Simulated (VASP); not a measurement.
# GaN (P4/mmm) in VASP: relaxation of cell and atoms with PBE

Aim: the relaxation of cell and atoms of GaN with PBE.

Everything below comes from runs of VASP 6.6.1. Logs are shortened: lines on timing, memory, paths and dates and some standing lists are left out, and cuts for length are marked.

**1. The cell of the first run**

It takes space group P4/mmm (No. 123, tetragonal). Conventional cell: a = 2.614 Å, b = 2.614 Å, c = 3.426 Å, α = 90.00°, β = 90.00°, γ = 90.00°. Within 3.3 Å of Ga (site symmetry 4/mmm) lie 8 N at 2.52 Å and 4 Ga at 2.61 Å. N (site symmetry 4/mmm) has 8 Ga at 2.52 Å and 4 N at 2.61 Å within 3.3 Å.

**2. Relaxation of cell and atoms, PBE**

File INCAR:

```
SYSTEM = GaN
  PREC = Accurate
  ENCUT = 600
  EDIFF = 1E-7
  ISMEAR = 0
  SIGMA = 0.1
  LREAL = .False.
  LASPH = .True.
  NELM = 100
  ALGO = Normal
  ISIF = 3
  LWAVE = .False.
  LCHARG = .False.
  GGA = PE
  IBRION = 2
  NSW = 90
  EDIFFG = -0.04
```

File KPOINTS:

```
Automatic mesh
0
Gamma
  6 6 6
  0 0 0
```

File POSCAR:

```
GaN
1.0
    2.6141298017      0.0000000000      0.0000000000
    0.0000000000      2.6141298017      0.0000000000
    0.0000000000      0.0000000000      3.4263772758
Ga N
1 1
Direct
    0.5000000000      0.5000000000      0.5000000000
    0.0000000000      0.0000000000      0.0000000000
```

Potentials or basis: VASP PAW PBE potentials, release 64 (Ga_d, N).

The run is started by

```
> cat potpaw_PBE.64/Ga_d/POTCAR potpaw_PBE.64/N/POTCAR > POTCAR
> mpirun -np 1 vasp_std > vasp.out
```

OUTCAR:

```text
SYSTEM = GaN
   PREC = Accurate
   ENCUT = 600
   EDIFF = 1E-7
   ISMEAR = 0
   LREAL = .False.
   LASPH = .True.
   NELM = 100
   ISIF = 3
   GGA = PE
   IBRION = 2
   NSW = 90
   EDIFFG = -0.04

 ion  position               nearest neighbor table
   1  0.500  0.500  0.500-
   2  0.000  0.000  0.000-

  LATTYP: Found a simple tetragonal cell.
 ALAT       =     2.6141298017
 C/A-ratio  =     1.3107142857

  Lattice vectors:

 A1 = (   2.6141298017,   0.0000000000,   0.0000000000)
 A2 = (   0.0000000000,   2.6141298017,   0.0000000000)
 A3 = (   0.0000000000,   0.0000000000,   3.4263772758)

Analysis of symmetry for initial positions (statically):
=====================================================================
 Subroutine PRICEL returns:
 Original cell was already a primitive cell.

 Routine SETGRP: Setting up the symmetry group for a
 simple tetragonal supercell.

 Subroutine GETGRP returns: Found 16 space group operations
 (whereof 16 operations were pure point group operations)
 out of a pool of 16 trial point group operations.

The static configuration has the point symmetry D_4h.

Analysis of symmetry for dynamics (positions and initial velocities):
=====================================================================
 Subroutine PRICEL returns:
 Original cell was already a primitive cell.

 Routine SETGRP: Setting up the symmetry group for a
 simple tetragonal supercell.

 Subroutine GETGRP returns: Found 16 space group operations
 (whereof 16 operations were pure point group operations)
 out of a pool of 16 trial point group operations.

The dynamic configuration has the point symmetry D_4h.

 Subroutine INISYM returns: Found 16 space group operations
 (whereof 16 operations are pure point group operations),
 and found     1 'primitive' translations

----------------------------------------------------------------------------------------

                                     Primitive cell

  volume of cell :      23.4147

  direct lattice vectors                    reciprocal lattice vectors
     2.614129802  0.000000000  0.000000000     0.382536475  0.000000000  0.000000000
     0.000000000  2.614129802  0.000000000     0.000000000  0.382536475  0.000000000
[... 97 lines left out ...]
   NUPDOWN=      -1.0000    fix difference up-down
   EMIN   =  10.00;   EMAX   =-10.00  energy-range for DOS
   EFERMI =   0.00;   METHOD = LEGACY
   ISMEAR =     0;   SIGMA  =   0.10  broadening in eV -4-tet -1-fermi 0-gaus
   EFERMI_NEDOS =   21; number of points for ismear=-14 and -15
   IALGO  =     38    algorithm
   IMIX   =      4    mixing-type and parameters
     AMIX     =   0.40;   BMIX     =  1.00
     AMIX_MAG =   1.60;   BMIX_MAG =  1.00
  volume/ion in A,a.u.               =      11.71        79.01
  Fermi-wavevector in a.u.,A,eV,Ry     =   1.499693  2.834010 30.600599  2.249081
  Thomas-Fermi vector in A             =   2.611290
   LORBIT       =      0    0 simple, 1 ext, 2 COOP (PROOUT), +10 PAW based schemes
   GGA     = PE    functional components
   LHFCALC =     F    Hartree Fock is set to
   AEXX    =    0.0000 exact exchange contribution
   IVDW    =     0    specifies the selected vdW correction
   LEPSILON=     F    determine dielectric tensor
   LRPA    =     F    only Hartree local field effects (RPA)
 conjugate gradient relaxation of ions
 non-spin polarized calculation
 Gauss-broadening in eV      SIGMA  =   0.10
  energy-cutoff  :      600.00
  volume of cell :       23.41
 maximum number of plane-waves:       800
 NGX is ok and might be reduce to    24
   NGX = 11   NGY = 11   NGZ = 13

--------------------------------------- Ionic step        1  -------------------------------------------

 number of electron      17.9999995 magnetization

 Free energy of the ion-electron system (eV)
  ---------------------------------------------------
  ext. energy  EPLUGINS =         0.00000000
  ---------------------------------------------------
  free energy    TOTEN  =        -8.17902197 eV

  energy without entropy =       -8.17402019  energy(sigma->0) =       -8.17652108

------------------------ aborting loop because EDIFF is reached ----------------------------------------

  FORCE on cell =-STRESS in cart. coord.  units (eV):
  Direction    XX          YY          ZZ          XY          YZ          ZX
  --------------------------------------------------------------------------------------
  -------------------------------------------------------------------------------------
  Total        1.4301887      1.4301887     -4.9903970      0.0000000      0.0000000      0.0000000
  in kB       97.8620820     97.8620820   -341.4728648      0.0000000      0.0000000      0.0000000
  external PRESSURE =     -48.5829003 kB  Pullay stress =       0.0000000 kB
[... 239 lines left out ...]
--------------------------------------- Ionic step        8  -------------------------------------------

 number of electron      18.0000003 magnetization

 Free energy of the ion-electron system (eV)
  ---------------------------------------------------
  ext. energy  EPLUGINS =         0.00000000
  ---------------------------------------------------
  free energy    TOTEN  =        -8.92111835 eV

  energy without entropy =       -8.91492328  energy(sigma->0) =       -8.91802082

 E-fermi :   7.6110     XC(G=0): -12.7254

 val. band max:        7.5717501515   @ k =   0.3333   0.3333   0.0000
 cond. band min:       7.6569182727   @ k =   0.3333   0.1667   0.5000
 fundamental gap:      0.0851681212
 Fermi energy:         7.6110213513

 k-point     1 :       0.0000    0.0000    0.0000
  band No.  band energies     occupation
      1      -9.4097      2.00000
      2      -7.7024      2.00000
      3      -7.6681      2.00000
      4      -7.1911      2.00000
      5      -7.1911      2.00000
      6      -7.1811      2.00000
      7       5.6685      2.00000
      8       6.0050      2.00000
      9       6.4175      2.00000
     10       6.4175      2.00000
     11      17.2864      0.00000
     12      17.7198      0.00000
     13      20.7766      0.00000
[... 354 lines left out ...]
  band No.  band energies     occupation
      1      -8.1081      2.00000
      2      -7.5414      2.00000
      3      -7.3238      2.00000
      4      -7.2643      2.00000
      5      -7.1601      2.00000
      6      -5.1249      2.00000
      7       0.1528      2.00000
      8       2.7105      2.00000
      9       7.0643      2.00000
     10       7.9783      0.00000
     11      14.6231      0.00000
     12      16.0787      0.00000
     13      20.9485      0.00000

 [... further k-points ...]
[... 5 lines left out ...]
  --------------------------------------------------------------------------------------
  -------------------------------------------------------------------------------------
  Total       -0.0131189     -0.0131189      0.0344530      0.0000000     -0.0000000      0.0000000
  in kB       -1.0163214     -1.0163214      2.6690704      0.0000000     -0.0000000      0.0000000
  external PRESSURE =       0.2121426 kB  Pullay stress =       0.0000000 kB
[... 17 lines left out ...]
  FREE ENERGIE OF THE ION-ELECTRON SYSTEM (eV)
  ---------------------------------------------------
  free  energy   TOTEN  =        -8.9211183533 eV

  energy  without entropy=       -8.9149232827  energy(sigma->0) =       -8.91802082

 reached required accuracy - stopping structural energy minimisation
```

OSZICAR:

```text
N       E                     dE             d eps       ncg     rms          rms(c)
DAV:   1     0.846580933068E+02    0.84658E+02   -0.10237E+04  1045   0.268E+03
DAV:   2    -0.266916104901E+01   -0.87327E+02   -0.82984E+02  1195   0.377E+02
DAV:   3    -0.904374936524E+01   -0.63746E+01   -0.62321E+01  1180   0.841E+01
[... 77 lines left out ...]
DAV:   3    -0.892154128963E+01    0.40782E-02   -0.59798E-03  1210   0.270E+00    0.819E-02
DAV:   4    -0.892118862724E+01    0.35266E-03   -0.67227E-04  1170   0.400E-01    0.312E-02
DAV:   5    -0.892111886172E+01    0.69766E-04   -0.63558E-05  1222   0.131E-01    0.533E-03
DAV:   6    -0.892111841394E+01    0.44778E-06   -0.21818E-06  1277   0.183E-02    0.193E-03
DAV:   7    -0.892111835330E+01    0.60646E-07   -0.11338E-07   630   0.557E-03
   8 F= -.89211184E+01 E0= -.89180208E+01  d E =-.629967E-02
```

It took 2.4 min on 1 thread of AMD EPYC 7R13, shared host; peak memory 0.13 GiB.

What came out:

```
Free energy                            : -8.9211 eV
Relaxed volume                         : 10.34 Å³/atom
Relaxed cell                           : a = 2.724 Å, b = 2.724 Å, c = 2.787 Å, α = 90.00°, β = 90.00°, γ = 90.00°
Space group after relaxing (to 0.05 Å) : P4/mmm (No. 123)
Energy gained by relaxing              : 371.0 meV/atom
Ionic steps                            : 8
Pressure after relaxing                : 0.0 GPa
Band gap on the k mesh                 : zero (band 9 reaches 7.82 eV, above the bottom of band 10 at 6.42 eV)
```

The path:
```
step  energy change (eV)  largest force (eV/Å)  pressure (GPa)  volume (Å³)
   1              0.0000                0.0000           -4.86        23.41
   2             -0.6442                0.0000           -6.25        22.04
   3             -0.7178                0.0000           -5.39        21.60
   4             -0.7321                0.0000           -4.32        21.36
   5             -0.7362                0.0000           -3.23        21.18
   6             -0.7358                0.0000           -3.56        21.23
   7             -0.7408                0.0000            1.75        20.44
   8             -0.7421                0.0000            0.02        20.68
```

Final structure:
```yaml
crystal:
  lattice:
    - [2.72384, 0.00000, 0.00000]
    - [0.00000, 2.72384, 0.00000]
    - [0.00000, 0.00000, 2.78748]
  atoms:
    - { symbol: Ga, position: [0.50000, 0.50000, 0.50000] }
    - { symbol: N, position: [0.00000, 0.00000, 0.00000] }
```

Caveat: the k points lie up to 0.38 Å⁻¹ apart in the final cell.
